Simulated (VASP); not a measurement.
Input of a VASP 6.6.1 run:

Contents of INCAR:

```
  PREC = Accurate
  ENCUT = 600
  EDIFF = 1E-6
  ISMEAR = 0
  SIGMA = 0.05
  LREAL = False
  LASPH = True
  NELM = 120
  ALGO = Normal
  ISIF = 2
  LWAVE = False
  LCHARG = False
  GGA = PS
  NBANDS = 11
  GGA_COMPAT = False
```

The input KPOINTS:

```
regular mesh
0
Gamma
  8 8 8
```

The input POSCAR:

```
MgS
1.0
    0.0000000000      2.4715675000      2.6666912500
    2.4715675000      0.0000000000      2.6666912500
    2.4715675000      2.4715675000      0.0000000000
Mg S
1 1
Direct
    0.0000000000      0.0000000000      0.0000000000
    0.5000000000      0.5000000000      0.5000000000
```

Potentials or basis: VASP PAW PBE potentials, release 64 (Mg, S).

Command:

```sh
$ cat potpaw_PBE.64/Mg/POTCAR potpaw_PBE.64/S/POTCAR > POTCAR
$ mpirun -np 1 vasp_std > vasp.out
```

(1) What does it give for the band gap on the k mesh?

(2) Predict the pressure.

Results:

(1) 2.59 eV, indirect (least direct gap 4.05 eV).

(2) 6.8 GPa.

Caveat: the cell differs from its parent crystal (strain -0.050 along x and y, +0.025 along z); the PAW data sets were made with another functional, which shifts forces and pressure a little.
